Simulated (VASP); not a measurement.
# YbBe5 (F-43m) in VASP: further runs

Runs on YbBe5. Level: PBE. Tasks: single point.

All numbers are computed with VASP 6.6.1; they aren't measurements. Logs are shortened: lines on timing, memory, paths and dates and some standing lists are left out, and cuts for length are marked.

## 1. The cell of the first run

It takes space group F-43m (No. 216, cubic). The conventional cell has a = 6.392 Å, b = 6.392 Å, c = 6.392 Å, α = 90.00°, β = 90.00°, γ = 90.00°. Within 3.5 Å of Yb (site symmetry -43m) lie 16 Be at 2.65 to 2.77 Å. Within 3.5 Å of Be (site symmetry -43m) lie 12 Be at 2.65 Å and 4 Yb at 2.77 Å. Within 3.0 Å of Be (site symmetry 3m) lie 9 Be at 2.23 to 2.65 Å and 3 Yb at 2.65 Å.

## 2. Single point, PBE

INCAR reads:

```
PREC = Accurate
ENCUT = 520
EDIFF = 1E-6
ISMEAR = 0
SIGMA = 0.1
LREAL = False
LASPH = True
NELM = 80
ALGO = Normal
ISIF = 2
LWAVE = False
LCHARG = False
GGA = PE
NBANDS = 26
```

KPOINTS reads:

```
Automatic mesh
0
Gamma
  6 6 6
```

POSCAR reads:

```
YbBe5
1.0
    0.0000000000      3.1959865900      3.1959865900
    3.1959865900      0.0000000000      3.1959865900
    3.1959865900      3.1959865900      0.0000000000
Yb Be
1 5
Direct
    0.0000000000      0.0000000000      0.0000000000
    0.2500000000      0.2500000000      0.2500000000
    0.1295901500      0.6234699500      0.6234699500
    0.6234699500      0.6234699500      0.6234699500
    0.6234699500      0.6234699500      0.1295901500
    0.6234699500      0.1295901500      0.6234699500
```

Potentials or basis: VASP PAW PBE potentials, release 64 (Yb, Be).

Command:

```console
> cat potpaw_PBE.64/Yb/POTCAR potpaw_PBE.64/Be/POTCAR > POTCAR
> mpirun -np 1 vasp_std > vasp.out
```

OUTCAR:

```text
PREC = Accurate
   ENCUT = 520
   EDIFF = 1E-6
   ISMEAR = 0
   LREAL = False
   LASPH = True
   NELM = 80
   ISIF = 2
   GGA = PE

 ion  position               nearest neighbor table
   1  0.000  0.000  0.000-   4 2.65   5 2.65   6 2.65   3 2.65   4 2.65   5 2.65   3 2.65   4 2.65
                             6 2.65   3 2.65   5 2.65   6 2.65   2 2.77   2 2.77   2 2.77   2 2.77
   2  0.250  0.250  0.250-   1 2.77   1 2.77   1 2.77   1 2.77
   3  0.130  0.623  0.623-   4 2.23   5 2.23   6 2.23   6 2.29   5 2.29   4 2.29   1 2.65   1 2.65
                             1 2.65
   4  0.623  0.623  0.623-   3 2.23   5 2.23   6 2.23   3 2.29   6 2.29   5 2.29   1 2.65   1 2.65
                             1 2.65
   5  0.623  0.623  0.130-   3 2.23   4 2.23   6 2.23   6 2.29   3 2.29   4 2.29   1 2.65   1 2.65
                             1 2.65
   6  0.623  0.130  0.623-   3 2.23   4 2.23   5 2.23   3 2.29   5 2.29   4 2.29   1 2.65   1 2.65
                             1 2.65

  LATTYP: Found a face centered cubic cell.
 ALAT       =     6.3919731800

  Lattice vectors:

 A1 = (   0.0000000000,   3.1959865900,   3.1959865900)
 A2 = (   3.1959865900,   0.0000000000,   3.1959865900)
 A3 = (   3.1959865900,   3.1959865900,   0.0000000000)

Analysis of symmetry for initial positions (statically):
=====================================================================
 Subroutine PRICEL returns:
 Original cell was already a primitive cell.

 Routine SETGRP: Setting up the symmetry group for a
 face centered cubic supercell.

 Subroutine GETGRP returns: Found 24 space group operations
 (whereof 24 operations were pure point group operations)
 out of a pool of 48 trial point group operations.

The static configuration has the point symmetry T_d .

Analysis of symmetry for dynamics (positions and initial velocities):
=====================================================================
 Subroutine PRICEL returns:
 Original cell was already a primitive cell.

 Routine SETGRP: Setting up the symmetry group for a
 face centered cubic supercell.

 Subroutine GETGRP returns: Found 24 space group operations
 (whereof 24 operations were pure point group operations)
 out of a pool of 48 trial point group operations.

The dynamic configuration has the point symmetry T_d .

 Subroutine INISYM returns: Found 24 space group operations
 (whereof 24 operations are pure point group operations),
 and found     1 'primitive' translations

----------------------------------------------------------------------------------------

                                     Primitive cell

  volume of cell :      65.2897

  direct lattice vectors                    reciprocal lattice vectors
     0.000000000  3.195986590  3.195986590    -0.156446213  0.156446213  0.156446213
     3.195986590  0.000000000  3.195986590     0.156446213 -0.156446213  0.156446213
     3.195986590  3.195986590  0.000000000     0.156446213  0.156446213 -0.156446213

  length of vectors
     4.519807581  4.519807581  4.519807581     0.270972790  0.270972790  0.270972790

  position of ions in fractional coordinates (direct lattice)
     0.000000000  0.000000000  0.000000000
     0.250000000  0.250000000  0.250000000
     0.129590150  0.623469950  0.623469950
     0.623469950  0.623469950  0.623469950
     0.623469950  0.623469950  0.129590150
     0.623469950  0.129590150  0.623469950

  ion indices of the primitive-cell ions
   primitive index   ion index
                 1           1
                 2           2
                 3           3
                 4           4
                 5           5
                 6           6

----------------------------------------------------------------------------------------

 KPOINTS: Automatic mesh

Automatic generation of k-mesh.
 Grid dimensions read from file:
 generate k-points for:    6    6    6

 Generating k-lattice:

  Cartesian coordinates                     Fractional coordinates (reciprocal lattice)
    -0.026074369  0.026074369  0.026074369     0.166666667  0.000000000  0.000000000
     0.026074369 -0.026074369  0.026074369     0.000000000  0.166666667  0.000000000
     0.026074369  0.026074369 -0.026074369     0.000000000  0.000000000  0.166666667

  Length of vectors
     0.045162132  0.045162132  0.045162132

  Shift w.r.t. Gamma in fractional coordinates (k-lattice)
     0.000000000  0.000000000  0.000000000

 Subroutine IBZKPT returns following result:
 ===========================================

 Found     16 irreducible k-points:

 Following reciprocal coordinates:
            Coordinates               Weight
  0.000000  0.000000  0.000000      1.000000
  0.166667  0.000000  0.000000      8.000000
  0.333333  0.000000  0.000000      8.000000
  0.500000  0.000000  0.000000      4.000000
  0.166667  0.166667  0.000000      6.000000
  0.333333  0.166667  0.000000     24.000000
[... 8 lines left out ...]
 -0.333333  0.333333  0.166667     24.000000
 -0.333333  0.500000  0.166667     12.000000
   k-points           NKPTS =     16   k-points in BZ     NKDIM =     16   number of bands    NBANDS=     26
   number of dos      NEDOS =    301   number of ions     NIONS =      6
   total plane-waves  NPLWV =  46656
   dimension x,y,z NGX =    36 NGY =   36 NGZ =   36
   dimension x,y,z NGXF=    72 NGYF=   72 NGZF=   72
   ions per type =               1   5
   NGX,Y,Z   is equivalent  to a cutoff of  13.24, 13.24, 13.24 a.u.
   NGXF,Y,Z  is equivalent  to a cutoff of  26.48, 26.48, 26.48 a.u.
 SYSTEM =  unknown system
   PREC   = accura    normal or accurate (medium, high low for compatibility)
   ISTART =      0    job   : 0-new  1-cont  2-samecut
   ICHARG =      2    charge: 1-file 2-atom 10-const
   ISPIN  =      1    spin polarized calculation?
   LNONCOLLINEAR =      F non collinear calculations
   LSORBIT =      F    spin-orbit coupling
   LASPH  =      T    aspherical Exc in radial PAW
   ENCUT  =  520.0 eV  38.22 Ry    6.18 a.u.   8.40  8.40  8.40*2*pi/ulx,y,z
   NELM   =     80;   NELMIN=  2; NELMDL= -5     # of ELM steps
   EDIFF  = 0.1E-05   stopping-criterion for ELM
   LREAL  =      F    real-space projection
   EDIFFG = 0.1E-04   stopping-criterion for IOM
   NSW    =      0    number of steps for IOM
   IBRION =     -1    ionic relax: 0-MD 1-quasi-New 2-CG
   NFREE  =      0    steps in history (QN), initial steepest desc. (CG)
   ISIF   =      2    stress and relaxation
   ISYM   =      2    0-nonsym 1-usesym 2-fastsym
   POTIM  = 0.5000    time-step for ionic-motion
   TEBEG  =    0.0;   TEEND  =   0.0 temperature during run
   PSTRESS=    0.0 pullay stress
   NELECT =      34.0000    total number of electrons
   NUPDOWN=      -1.0000    fix difference up-down
   EMIN   =  10.00;   EMAX   =-10.00  energy-range for DOS
   EFERMI =   0.00;   METHOD = LEGACY
   ISMEAR =     0;   SIGMA  =   0.10  broadening in eV -4-tet -1-fermi 0-gaus
   EFERMI_NEDOS =   21; number of points for ismear=-14 and -15
   IALGO  =     38    algorithm
   IMIX   =      4    mixing-type and parameters
     AMIX     =   0.40;   BMIX     =  1.00
     AMIX_MAG =   1.60;   BMIX_MAG =  1.00
  volume/ion in A,a.u.               =      10.88        73.43
  Fermi-wavevector in a.u.,A,eV,Ry     =   1.317102  2.488963 23.602823  1.734759
  Thomas-Fermi vector in A             =   2.447167
   LORBIT       =      0    0 simple, 1 ext, 2 COOP (PROOUT), +10 PAW based schemes
   GGA     = PE    functional components
   LHFCALC =     F    Hartree Fock is set to
   AEXX    =    0.0000 exact exchange contribution
   IVDW    =     0    specifies the selected vdW correction
   LEPSILON=     F    determine dielectric tensor
   LRPA    =     F    only Hartree local field effects (RPA)
 non-spin polarized calculation
 Gauss-broadening in eV      SIGMA  =   0.10
  energy-cutoff  :      520.00
  volume of cell :       65.29
 maximum number of plane-waves:      1807
 NGX is ok and might be reduce to    36
   NGX = 17   NGY = 17   NGZ = 17

 number of electron      34.0000008 magnetization

 Free energy of the ion-electron system (eV)
  ---------------------------------------------------
  ext. energy  EPLUGINS =         0.00000000
  ---------------------------------------------------
  free energy    TOTEN  =       -20.66603663 eV

  energy without entropy =      -20.64997468  energy(sigma->0) =      -20.65800566

 E-fermi :   4.9474     XC(G=0): -10.8632

 val. band max:        4.9374229695   @ k =  -0.3333   0.1667   0.0000
 cond. band min:       5.0364959475   @ k =   0.5000   0.0000   0.0000
 fundamental gap:      0.0990729780
 Fermi energy:         4.9474023042

 k-point     1 :       0.0000    0.0000    0.0000
  band No.  band energies     occupation
      1     -46.1387      2.00000
      2     -18.5016      2.00000
      3     -18.5016      2.00000
      4     -18.5016      2.00000
      5      -4.2820      2.00000
      6       1.6865      2.00000
[... 18 lines left out ...]
     25      10.2395      0.00000
     26      15.7646      0.00000

 k-point     2 :       0.1667    0.0000    0.0000
  band No.  band energies     occupation
      1     -46.1385      2.00000
      2     -18.5203      2.00000
      3     -18.5049      2.00000
      4     -18.5049      2.00000
      5      -3.9771      2.00000
      6       0.9941      2.00000
[... 18 lines left out ...]
     25      10.3610      0.00000
     26      15.0452      0.00000

 k-point     3 :       0.3333    0.0000    0.0000
  band No.  band energies     occupation
      1     -46.1380      2.00000
      2     -18.5573      2.00000
      3     -18.5115      2.00000
      4     -18.5115      2.00000
      5      -3.1207      2.00000
      6      -0.3993      2.00000
[... 340 lines left out ...]
 k-point    15 :      -0.3333    0.3333    0.1667
  band No.  band energies     occupation
      1     -46.1375      2.00000
      2     -18.5610      2.00000
      3     -18.5434      2.00000
      4     -18.5258      2.00000
      5      -1.4710      2.00000
      6      -1.0855      2.00000
[... 18 lines left out ...]
     25      12.6102      0.00000
     26      13.0429      0.00000

 k-point    16 :      -0.3333    0.5000    0.1667
  band No.  band energies     occupation
      1     -46.1374      2.00000
      2     -18.5631      2.00000
      3     -18.5426      2.00000
      4     -18.5325      2.00000
      5      -1.4358      2.00000
      6      -0.6247      2.00000
[... 18 lines left out ...]
     25      11.8311      0.00000
     26      13.3949      0.00000

------------------------ aborting loop because EDIFF is reached ----------------------------------------

  FORCE on cell =-STRESS in cart. coord.  units (eV):
  Direction    XX          YY          ZZ          XY          YZ          ZX
  --------------------------------------------------------------------------------------
  -------------------------------------------------------------------------------------
  Total        2.4288933      2.4288933      2.4288933      0.0000000      0.0000000     -0.0000000
  in kB       59.6038324     59.6038324     59.6038324      0.0000000      0.0000000     -0.0000000
  external PRESSURE =      59.6038324 kB  Pullay stress =       0.0000000 kB

 VOLUME and BASIS-vectors are now :
 -----------------------------------------------------------------------------
  energy-cutoff  :      520.00
  volume of cell :       65.29
      direct lattice vectors                 reciprocal lattice vectors
     0.000000000  3.195986590  3.195986590    -0.156446213  0.156446213  0.156446213
     3.195986590  0.000000000  3.195986590     0.156446213 -0.156446213  0.156446213
     3.195986590  3.195986590  0.000000000     0.156446213  0.156446213 -0.156446213

 POSITION                                       TOTAL-FORCE (eV/Angst)
 -----------------------------------------------------------------------------------
      0.00000      0.00000      0.00000         0.000000      0.000000      0.000000
      1.59799      1.59799      1.59799         0.000000      0.000000      0.000000
      3.98520      2.40677      2.40677         0.006176     -0.006176     -0.006176
      3.98520      3.98520      3.98520         0.006176      0.006176      0.006176
      2.40677      2.40677      3.98520        -0.006176     -0.006176      0.006176
      2.40677      3.98520      2.40677        -0.006176      0.006176     -0.006176
 -----------------------------------------------------------------------------------
    total drift:                                0.000000      0.000000      0.000001

  FREE ENERGIE OF THE ION-ELECTRON SYSTEM (eV)
  ---------------------------------------------------
  free  energy   TOTEN  =       -20.6660366290 eV

  energy  without entropy=      -20.6499746842  energy(sigma->0) =      -20.65800566
```

It took 2.2 min on 1 thread of Intel Xeon Platinum 8259CL at 2.50GHz (Skylake/Cascade Lake), shared host; peak memory 0.22 GiB.

What came out:

* Free energy: -20.6660 eV
* Pressure: 6.0 GPa
* Largest force: 0.011 eV/Å
* Band gap on the k mesh: zero (band 17 reaches 5.44 eV, above the bottom of band 18 at 4.44 eV)

Forces on the atoms (eV/Å):
```
Yb   0.000  0.000  0.000
Be   0.000  0.000  0.000
Be   0.006 -0.006 -0.006
Be   0.006  0.006  0.006
Be  -0.006 -0.006  0.006
Be  -0.006  0.006 -0.006
```

Caveat: spin-orbit coupling is left out, which moves the levels of the heavy elements; without U or exact exchange the open f shell lies at the Fermi level, which spoils levels, moments and volumes.

## 3. Single point, PBE

This run uses another cell than the first one, of 11.57 Å³/atom, 1.063 times its volume.

Changes to INCAR since step 2:

```diff
@@ -11,4 +11,6 @@
 LWAVE = False
-LCHARG = False
+LCHARG = True
 GGA = PE
+LELF = True
+LVHAR = True
 NBANDS = 26
```

KPOINTS is that of step 2.

POSCAR reads:

```
YbBe5
1.0
    0.0000000000      3.2617392890      3.2617392890
    3.2617392890      0.0000000000      3.2617392890
    3.2617392890      3.2617392890      0.0000000000
Yb Be
1 5
Direct
    0.0000000000      0.0000000000      0.0000000000
    0.2500000000      0.2500000000      0.2500000000
    0.1300666386      0.6233111205      0.6233111205
    0.6233111205      0.6233111205      0.6233111205
    0.6233111205      0.6233111205      0.1300666386
    0.6233111205      0.1300666386      0.6233111205
```

Potentials or basis: VASP PAW PBE potentials, release 64 (Yb, Be).

Command:

```console
> cat potpaw_PBE.64/Yb/POTCAR potpaw_PBE.64/Be/POTCAR > POTCAR
> mpirun -np 1 vasp_std > vasp.out
```

It took 2.3 min on 1 thread of Intel Xeon Platinum 8259CL at 2.50GHz (Skylake/Cascade Lake), shared host; peak memory 0.22 GiB.

It converged, with:

| Item | Value |
| --- | --- |
| Free energy | -20.7396 eV |
| Pressure | -0.4 GPa |
| Largest force | 0.054 eV/Å |
| Band gap on the k mesh | zero (band 17 reaches 5.04 eV, above the bottom of band 18 at 4.08 eV) |

Forces in eV/Å, atoms in the order of the input:
```
Yb   0.000  0.000  0.000
Be   0.000  0.000  0.000
Be   0.031 -0.031 -0.031
Be   0.031  0.031  0.031
Be  -0.031 -0.031  0.031
Be  -0.031  0.031 -0.031
```

Levels at points of the mesh, in eV from the Fermi level:
```
           k point  band 14  band 15  band 16  band 17  band 18  band 19  band 20  band 21
(0.00, 0.00, 0.00)    -0.47    -0.47    -0.47    -0.47    -0.47     1.64     1.64     1.64
(0.50, 0.00, 0.00)    -0.51    -0.47    -0.41     0.05     0.05     1.08     1.82     1.82
(0.50, 0.50, 0.00)    -0.51    -0.50    -0.42    -0.42     1.65     2.61     2.61     3.63
```

Caveat: spin-orbit coupling is left out, which moves the levels of the heavy elements; without U or exact exchange the open f shell lies at the Fermi level, which spoils levels, moments and volumes. Spin polarisation is off, so any magnetic state and its effect on volume and gap are missing.
